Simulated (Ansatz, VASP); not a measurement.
One calculation of Sn, two programs

```
Sn
1.0
     0.00000    2.39294    2.39294
     2.39294    0.00000    2.39294
     2.39294    2.39294    0.00000
Sn
1
Cartesian
  0.0000 0.0000 0.0000
```

Alike in both runs: task single point; functional PBE; k mesh 8 × 8 × 8; occupations gaussian, width 0.05 eV; no spin polarisation.

|  | VASP | Ansatz |
| --- | --- | --- |
| version | VASP 6.6.1 | Ansatz 0.2.0 |
| potentials or method | VASP PAW PBE potentials, release 64 (Sn_d), cutoff 500 eV | scalar-relativistic, plane waves, PAW |
| valence electrons in the cell | 14 | 14 |

|  | VASP | Ansatz | Ansatz less VASP |
| --- | --- | --- | --- |
| gap on the k mesh at the Fermi level (eV) | none | none | - |
| pressure (GPa) | 1.2 | 1.2 | -0.01 |

A gap of «none» marks a metal or a gap that the smearing closes. With one functional, cell and mesh, what is left measures potentials, basis and numerics.
